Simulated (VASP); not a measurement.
# Al35InN36 (a cell with a defect) in VASP: single point with PBE

Aim: the single point of Al35InN36 (a cell with a defect) with PBE.

Everything below comes from runs of VASP 6.6.1. Logs are shortened: lines on timing, memory, paths and dates and some standing lists are left out, and cuts for length are marked.

## (1) The cell of the first run

The cell holds a defect, 72 atoms: a = 9.389 Å, b = 9.389 Å, c = 10.035 Å, α = 90.00°, β = 90.00°, γ = 120.00°.

## (2) Single point, PBE, collinear spin

INCAR reads:

```
  PREC = Accurate
  ENCUT = 520
  EDIFF = 1E-6
  ISMEAR = 0
  SIGMA = 0.01
  LREAL = Auto
  LASPH = T
  NELM = 200
  ALGO = Normal
  ISIF = 2
  LWAVE = F
  LCHARG = F
  ISPIN = 2
  MAGMOM = 0 0 0 0 0 0 0 0 0 0 0 0 0 0 0 0 0 0 0 0 0 0 0 0 0 0 0 0 0 0 0 0 0 0 0 0 0 0 0 0.09 0 0 0.01 0.01 0 0 0 0 0 0 0 0.02 0 0.01 0.13 0.09 0 0 0.01 0.01 0 0 0 0 0 0 0 0 0 0 0 0.07
  LORBIT = 11
  NUPDOWN = 1.0
  GGA = PE
  NBANDS = 195
  NELECT = 299.0
  GGA_COMPAT = F
  ISYM = -1
```

KPOINTS reads:

```
explicit points
1
Reciprocal
  0.25000000   0.25000000   0.25000000 1
```

POSCAR reads:

```
Al35InN36
1.0
    9.3892708692      0.0000000883      0.0000000000
   -4.6946355111      8.1313470516      0.0000000000
    0.0000000000      0.0000000000     10.0348065900
Al N In
35 36 1
Direct
    0.2215822120      0.1107662317      0.2499733281
    0.1079556386      0.2204302756      0.4988346245
    0.2226032717      0.1117927121      0.7489596807
    0.1089612019      0.2195521082      0.9994451042
    0.2178316503      0.4420141971      0.2411298342
    0.1114265633      0.5551588022      0.4994541728
    0.2194031911      0.4432381486      0.7563383666
    0.1089568021      0.5564438930      0.9997132991
    0.2218074912      0.7782263555      0.2492493867
    0.1110284680      0.8890507835      0.4991209046
    0.2223492239      0.7775556683      0.7485145542
    0.1108462320      0.8889061824      0.9992075437
    0.5548582614      0.1104389987      0.2520776928
    0.4448879149      0.2228143958      0.4995315318
    0.5556883082      0.1116388679      0.7494177686
    0.4439232246      0.2199650687      1.0020183931
    0.5554724814      0.4443791327      0.2462195664
    0.5581168257      0.4415683533      0.7585464153
    0.4445025429      0.5552861158      0.9920678665
    0.5580641191      0.7823710515      0.2408226503
    0.4449709402      0.8887215486      0.4995170141
    0.5563761752      0.7800666425      0.7559706794
    0.4435058555      0.8909315841      0.9994613989
    0.8888308625      0.1108275548      0.2513657332
    0.7772469626      0.2226711721      0.4989464476
    0.8884188289      0.1113834303      0.7485185865
    0.7776823730      0.2223293005      1.0002126525
    0.8893430823      0.4449595576      0.2520432417
    0.7770648754      0.5550348869      0.4994266691
    0.8883364984      0.4443488824      0.7493685154
    0.7799722782      0.5559056690      1.0020171126
    0.8891571310      0.7783145519      0.2498759319
    0.7797214236      0.8921915238      0.4987256459
    0.8881470768      0.7771840379      0.7488656822
    0.7803318466      0.8907735314      0.9992082332
    0.2214141283      0.1112364725      0.4407859553
    0.1092450272      0.2175120069      0.1870960234
    0.2221807533      0.1109971605      0.9391512721
    0.1112245920      0.2227423776      0.6906655968
    0.1903374986      0.4264802258      0.4245489743
    0.1092966889      0.5578887883      0.1877928040
    0.2155985756      0.4416307393      0.9462536550
    0.1101892973      0.5545150287      0.6915161696
    0.2213542046      0.7788728242      0.4395242999
    0.1110038549      0.8888706737      0.1896707169
    0.2215659137      0.7784370610      0.9385958199
    0.1110917509      0.8888871604      0.6896467114
    0.5539962807      0.1120326343      0.4419494472
    0.4429105941      0.2197066287      0.1906427529
    0.5559058462      0.1121738647      0.9396620425
    0.4449824803      0.2227935570      0.6908689747
    0.5626461396      0.4372072671      0.4335880082
    0.4440650148      0.5559574579      0.1868193523
    0.5589609697      0.4410019506      0.9479456635
    0.4459868970      0.5530852275      0.7332680944
    0.5740737845      0.8106869865      0.4239503248
    0.4419695715      0.8906450919      0.1874789341
    0.5582249677      0.7841523247      0.9460066026
    0.4454634579      0.8898686645      0.6916257096
    0.8886043109      0.1117740541      0.4415762506
    0.7776648668      0.2220993256      0.1910332553
    0.8882020738      0.1116227468      0.9383652619
    0.7776497632      0.2222961369      0.6899590842
    0.8880286842      0.4459412791      0.4419230897
    0.7801462281      0.5568763605      0.1907465807
    0.8879113028      0.4440533959      0.9396025691
    0.7769361546      0.5548091057      0.6907520302
    0.8888659354      0.7785912117      0.4407145348
    0.7825388945      0.8906437116      0.1868466844
    0.8888230040      0.7774918770      0.9390376989
    0.7771926871      0.8886232794      0.6905741868
    0.4377531609      0.5632421049      0.5065108546
```

Potentials or basis: VASP PAW PBE potentials, release 64 (Al, N, In_d).

Command:

```
> cat potpaw_PBE.64/Al/POTCAR potpaw_PBE.64/N/POTCAR potpaw_PBE.64/In_d/POTCAR > POTCAR
> mpirun -np 1 vasp_std > vasp.out
```

OUTCAR:

```text
PREC = Accurate
   ENCUT = 520
   EDIFF = 1E-6
   ISMEAR = 0
   LREAL = Auto
   LASPH = T
   NELM = 200
   ISIF = 2
   ISPIN = 2
   LORBIT = 11
   NUPDOWN = 1.0
   GGA = PE
   NELECT = 299.0
   ISYM = -1

 ion  position               nearest neighbor table
   1  0.222  0.111  0.250-  37 1.89  49 1.90  45 1.90  36 1.91  16 3.08  10 3.08   2 3.09   4 3.09
                            14 3.09  12 3.10  32 3.12   9 3.12  24 3.12   5 3.13  13 3.13  17 3.13
   2  0.108  0.220  0.499-  40 1.84  60 1.87  36 1.90  39 1.93  24 3.06  26 3.08  33 3.08   1 3.09
                             3 3.10  25 3.12  10 3.13   6 3.13   5 3.15  14 3.15   7 3.16  72 3.16
   3  0.223  0.112  0.749-  51 1.90  39 1.90  47 1.91  38 1.91  14 3.09   4 3.09  10 3.09  12 3.10
                             2 3.10  16 3.11  18 3.13   7 3.13  15 3.13  26 3.14  11 3.14  34 3.14
   4  0.109  0.220  0.999-  37 1.88  42 1.88  62 1.90  38 1.90   5 3.03   7 3.04  35 3.09  26 3.09
                             3 3.09   1 3.09  24 3.10  12 3.11  27 3.12  16 3.14  19 3.15   8 3.16
   5  0.218  0.442  0.241-  40 1.85  41 1.90  37 1.90  53 1.92   4 3.03   8 3.03  28 3.10  24 3.10
                            19 3.11   1 3.13   9 3.14   6 3.15   2 3.15  17 3.16  20 3.20  72 3.21
   6  0.111  0.555  0.499-  40 1.86  64 1.91  44 1.92  43 1.93  72 3.03  28 3.07  11 3.08  30 3.10
                             9 3.10   2 3.13  25 3.13  21 3.13  10 3.14   7 3.14  29 3.14   5 3.15
   7  0.219  0.443  0.756-  55 1.86  42 1.91  43 1.91  39 1.91  19 2.99   4 3.04   8 3.04  72 3.07
                            26 3.11  30 3.11  11 3.13   3 3.13   6 3.14   2 3.16  22 3.16  18 3.19
   8  0.109  0.556  1.000-  42 1.88  41 1.89  66 1.90  46 1.91   5 3.03   7 3.04   9 3.09  31 3.09
                            30 3.09  11 3.10  28 3.10  12 3.11  27 3.12  23 3.14  19 3.16   4 3.16
   9  0.222  0.778  0.249-  57 1.89  41 1.89  45 1.90  44 1.91   8 3.09  23 3.09  10 3.09  12 3.09
[... 87 lines left out ...]
  70  0.889  0.777  0.939-  35 1.90  12 1.90  34 1.91  31 1.91
  71  0.777  0.889  0.691-  34 1.90  26 1.90  22 1.91  33 1.93
  72  0.438  0.563  0.507-  52 2.17  40 2.18  56 2.18  55 2.28  21 3.02   6 3.03  22 3.06   7 3.07
                            33 3.15   2 3.16  18 3.20  20 3.21   5 3.21  29 3.23  14 3.23  17 3.24

IMPORTANT INFORMATION: All symmetrisations will be switched off!
NOSYMM: (Re-)initialisation of all symmetry stuff for point group C_1.

----------------------------------------------------------------------------------------

                                     Primitive cell

  volume of cell :     766.1316

  direct lattice vectors                    reciprocal lattice vectors
     9.389270869  0.000000088  0.000000000     0.106504542  0.061490427  0.000000000
    -4.694635511  8.131347052  0.000000000    -0.000000001  0.122980853  0.000000000
     0.000000000  0.000000000 10.034806590     0.000000000  0.000000000  0.099653141

  length of vectors
     9.389270869  9.389270869 10.034806590     0.122980853  0.122980853  0.099653141

  position of ions in fractional coordinates (direct lattice)
     0.221582212  0.110766232  0.249973328
     0.107955639  0.220430276  0.498834624
     0.222603272  0.111792712  0.748959681
     0.108961202  0.219552108  0.999445104
     0.217831650  0.442014197  0.241129834
     0.111426563  0.555158802  0.499454173
[... 64 lines left out ...]
     0.777192687  0.888623279  0.690574187
     0.437753161  0.563242105  0.506510855

  ion indices of the primitive-cell ions
   primitive index   ion index
                 1           1
                 2           2
                 3           3
                 4           4
                 5           5
                 6           6
[... 64 lines left out ...]
                71          71
                72          72

----------------------------------------------------------------------------------------

 KPOINTS: explicit points

Read explicit list of k-points.

 Found      1 k-points:

 Following reciprocal coordinates:
            Coordinates               Weight
  0.250000  0.250000  0.250000      1.000000
[... 29 lines left out ...]
   NELECT =     299.0000    total number of electrons
   NUPDOWN=       1.0000    fix difference up-down
   EMIN   =  10.00;   EMAX   =-10.00  energy-range for DOS
   EFERMI =   0.00;   METHOD = LEGACY
   ISMEAR =     0;   SIGMA  =   0.01  broadening in eV -4-tet -1-fermi 0-gaus
   EFERMI_NEDOS =   21; number of points for ismear=-14 and -15
   IALGO  =     38    algorithm
   IMIX   =      4    mixing-type and parameters
     AMIX     =   0.40;   BMIX     =  1.00
     AMIX_MAG =   1.60;   BMIX_MAG =  1.00
  volume/ion in A,a.u.               =      10.64        71.81
  Fermi-wavevector in a.u.,A,eV,Ry     =   1.196366  2.260804 19.473908  1.431292
  Thomas-Fermi vector in A             =   2.332308
   LORBIT       =     11    0 simple, 1 ext, 2 COOP (PROOUT), +10 PAW based schemes
   GGA     = PE    functional components
   LHFCALC =     F    Hartree Fock is set to
   AEXX    =    0.0000 exact exchange contribution
   IVDW    =     0    specifies the selected vdW correction
   LEPSILON=     F    determine dielectric tensor
   LRPA    =     F    only Hartree local field effects (RPA)
 spin polarized calculation
 Gauss-broadening in eV      SIGMA  =   0.01
  energy-cutoff  :      520.00
  volume of cell :      766.13
 maximum number of plane-waves:     20622
 NGX is ok and might be reduce to    70
   NGX = 35   NGY = 35   NGZ = 37

 number of electron     298.9999991 magnetization       0.9999988

 Free energy of the ion-electron system (eV)
  ---------------------------------------------------
  ext. energy  EPLUGINS =         0.00000000
  ---------------------------------------------------
  free energy    TOTEN  =      -521.60240207 eV

  energy without entropy =     -521.60240207  energy(sigma->0) =     -521.60240207

 E-fermi :   6.2569     XC(G=0): -10.9118

 val. band max:       10.1949470185   @ k =   0.2500   0.2500   0.2500
 cond. band min:      10.6519604988   @ k =   0.2500   0.2500   0.2500
 fundamental gap:      0.4570134802
 Fermi energy:        10.2473892692

 spin component 1

 k-point     1 :       0.2500    0.2500    0.2500
  band No.  band energies     occupation
      1      -8.7523      1.00000
      2      -8.4517      1.00000
      3      -8.4172      1.00000
      4      -8.2997      1.00000
      5      -8.0442      1.00000
      6      -7.9809      1.00000
[... 153 lines left out ...]
    160      12.0120      0.00000
    161      12.0827      0.00000
 Fermi energy:         6.2569298894

 spin component 2

 k-point     1 :       0.2500    0.2500    0.2500
  band No.  band energies     occupation
      1      -8.7405      1.00000
      2      -8.4451      1.00000
      3      -8.3955      1.00000
      4      -8.2860      1.00000
      5      -8.0363      1.00000
      6      -7.9487      1.00000
[... 153 lines left out ...]
    160      12.0310      0.00000
    161      12.1085      0.00000
 [bands above 161 left out]

------------------------ aborting loop because EDIFF is reached ----------------------------------------

  FORCE on cell =-STRESS in cart. coord.  units (eV):
  Direction    XX          YY          ZZ          XY          YZ          ZX
  --------------------------------------------------------------------------------------
  -------------------------------------------------------------------------------------
  Total       23.3281762     19.6613637     29.4611639     -3.2175778     -0.3692891      0.6090395
  in kB       48.7851893     41.1169457     61.6108368     -6.7287790     -0.7722780      1.2736575
  external PRESSURE =      50.5043239 kB  Pullay stress =       0.0000000 kB

 VOLUME and BASIS-vectors are now :
 -----------------------------------------------------------------------------
  energy-cutoff  :      520.00
  volume of cell :      766.13
      direct lattice vectors                 reciprocal lattice vectors
     9.389270869  0.000000088  0.000000000     0.106504542  0.061490427  0.000000000
    -4.694635511  8.131347052  0.000000000    -0.000000001  0.122980853  0.000000000
     0.000000000  0.000000000 10.034806590     0.000000000  0.000000000  0.099653141

 POSITION                                       TOTAL-FORCE (eV/Angst)
 -----------------------------------------------------------------------------------
      1.56049      0.90068      2.50843        -0.000299     -0.005914      0.002510
     -0.02122      1.79240      5.00571        -0.004410      0.000062      0.000702
      1.56526      0.90903      7.51567         0.002232      0.002229     -0.000664
     -0.00765      1.78525     10.02924         0.002940     -0.002975     -0.000666
     -0.02982      3.59417      2.41969        -0.004363     -0.003618      0.005877
     -1.56005      4.51419      5.01193        -0.010235     -0.000540      0.002451
[... 64 lines left out ...]
      3.12551      7.22570      6.92978         0.000580      0.000234     -0.001373
      1.46597      4.57992      5.08274        -0.001736      0.002450      0.000561
 -----------------------------------------------------------------------------------
    total drift:                               -0.008255      0.004365      0.019962

  FREE ENERGIE OF THE ION-ELECTRON SYSTEM (eV)
  ---------------------------------------------------
  free  energy   TOTEN  =      -521.6024020672 eV

  energy  without entropy=     -521.6024020672  energy(sigma->0) =     -521.60240207

 total charge

# of ion       s       p       d       tot
------------------------------------------
    1        0.370   0.436   0.000   0.806
    2        0.374   0.449   0.000   0.823
    3        0.369   0.433   0.000   0.803
    4        0.372   0.444   0.000   0.816
    5        0.370   0.439   0.000   0.809
    6        0.368   0.435   0.000   0.803
[... 64 lines left out ...]
   71        1.223   2.621   0.000   3.844
   72        0.865   0.779   9.978  11.621
--------------------------------------------------
tot         57.989 110.625   9.978 178.592

 magnetization (x)

# of ion       s       p       d       tot
------------------------------------------
    1        0.000   0.000   0.000   0.000
    2       -0.000   0.001   0.000   0.000
    3       -0.000   0.000   0.000   0.000
    4        0.000   0.000   0.000   0.000
    5        0.000   0.002   0.000   0.002
    6        0.000   0.002   0.000   0.002
[... 64 lines left out ...]
   71        0.000   0.003   0.000   0.003
   72        0.126   0.026   0.004   0.157
--------------------------------------------------
tot          0.218   0.334   0.004   0.556
```

Wall time 15 min (1 thread of Intel Xeon Platinum 8259CL at 2.50GHz (Skylake/Cascade Lake), shared host); peak memory 1.2 GiB.

What came out:

```
Free energy                                           : -521.6024 eV
Largest force                                         : 0.012 eV/Å
Net moment                                            : 1.00 μB per cell
Site moments                                          : Al +0.00, -0.00 (each value once); N +0.00, +0.08, +0.01, +0.02, -0.00, +0.11 (each value once); In +0.16 μB
Valence electrons inside the program's atomic spheres : Al 0.81, 0.82, 0.80, 0.78 (each value once); N 3.85, 3.86, 3.84, 3.83, 3.87 (each value once); In 11.62
```

Forces in eV/Å, atoms in the order of the input:
```
Al   0.000 -0.006  0.003
Al  -0.004  0.000  0.001
Al   0.002  0.002 -0.001
Al   0.003 -0.003 -0.001
Al  -0.004 -0.004  0.006
Al  -0.010 -0.001  0.002
Al   0.002  0.007 -0.004
Al   0.000  0.000 -0.001
Al   0.003  0.000  0.002
Al   0.002  0.000 -0.002
Al   0.000 -0.002 -0.003
Al  -0.001  0.000  0.002
Al   0.002 -0.003  0.002
Al  -0.002 -0.003  0.003
Al  -0.001  0.001  0.003
Al   0.001  0.002  0.002
Al   0.003 -0.002 -0.010
Al   0.000 -0.002 -0.001
Al   0.008 -0.004  0.000
Al   0.000  0.006  0.005
Al  -0.004  0.004  0.002
Al  -0.005 -0.004 -0.001
Al   0.000  0.001  0.000
Al  -0.003  0.002  0.003
Al  -0.002  0.002  0.002
Al  -0.004  0.002 -0.001
Al  -0.001  0.000  0.001
Al   0.002 -0.002  0.002
Al   0.002  0.003  0.003
Al  -0.001  0.000  0.002
Al   0.000 -0.001  0.001
Al   0.004  0.002  0.003
Al  -0.003  0.003  0.000
Al  -0.001 -0.004 -0.001
Al   0.003  0.000  0.000
N    0.000  0.001  0.001
N    0.000  0.005  0.000
N    0.001  0.000 -0.002
N    0.000 -0.001 -0.003
N   -0.007  0.000 -0.004
N    0.003 -0.002  0.000
N    0.001  0.000  0.000
N    0.003  0.001 -0.002
N    0.004 -0.001  0.001
N    0.000  0.001  0.000
N    0.002 -0.003  0.001
N    0.000  0.000 -0.001
N   -0.001 -0.001 -0.002
N   -0.002  0.004  0.001
N   -0.002 -0.001  0.001
N    0.001 -0.004 -0.001
N    0.003 -0.002 -0.009
N    0.000  0.001  0.001
N   -0.003  0.002 -0.003
N   -0.001  0.001  0.007
N   -0.002  0.009 -0.008
N    0.003 -0.002  0.000
N    0.001 -0.001 -0.001
N    0.001 -0.001 -0.001
N    0.004 -0.001  0.001
N    0.002  0.000 -0.001
N    0.002 -0.001  0.001
N    0.002  0.000 -0.002
N    0.001  0.001 -0.002
N   -0.004  0.000  0.001
N   -0.001  0.001  0.002
N    0.004  0.002  0.000
N   -0.001 -0.001  0.001
N   -0.004 -0.002 -0.001
N    0.001 -0.001 -0.001
N    0.001  0.000 -0.001
In  -0.002  0.002  0.001
```

Caveat: the cell carries a net charge on a neutralising background, which shifts energy and pressure; the cell is charged against a uniform background, so pressure and absolute levels hang on convention; spin-orbit coupling is left out, which moves the levels of the heavy elements; the total moment is fixed, so each spin has its own Fermi level and the state may be an excited one.
